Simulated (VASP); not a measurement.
Input of a VASP 6.6.1 run:

File INCAR:

```
PREC = Accurate
ENCUT = 520
EDIFF = 1E-6
ISMEAR = 0
SIGMA = 0.05
LREAL = False
LASPH = True
NELM = 60
ALGO = Normal
ISIF = 2
LWAVE = False
LCHARG = False
NBANDS = 24
```

File KPOINTS:

```
Automatic mesh
0
Gamma
  6 6 4
```

Contents of POSCAR:

```
KBr
1.0
    3.8300121826      0.0000000000      0.0000000000
    0.0000000000      3.8300121826      0.0000000000
    0.0000000000      0.0000000000      7.6600243652
K Br
2 2
Direct
    0.0000000000      0.0000000000     -0.0184855809
    0.0000000000      0.0000000000      0.4815144191
    0.4709139306      0.5000000000      0.2590452892
    0.5290860694      0.5000000000      0.7590452892
```

Potentials or basis: VASP PAW LDA potentials, release 64 (K_sv, Br).

The run is started by

```bash
$ cat potpaw_LDA.64/K_sv/POTCAR potpaw_LDA.64/Br/POTCAR > POTCAR
$ mpirun -np 1 vasp_std > vasp.out
```

Question: What does it give for the pressure?

Answer: 0.5 GPa.

Question: Predict the largest force.

Answer: 0.282 eV/Å.

Question: What does it give for the band gap on the k mesh?

Answer: 4.06 eV.

Stress tensor (GPa, compression positive):
```
0.59 0.00 0.00
0.00 0.66 0.00
0.00 0.00 0.40
```

Caveat: the cell differs from its parent crystal (atoms displaced along a vibrational mode). A k mesh can miss the band edges.
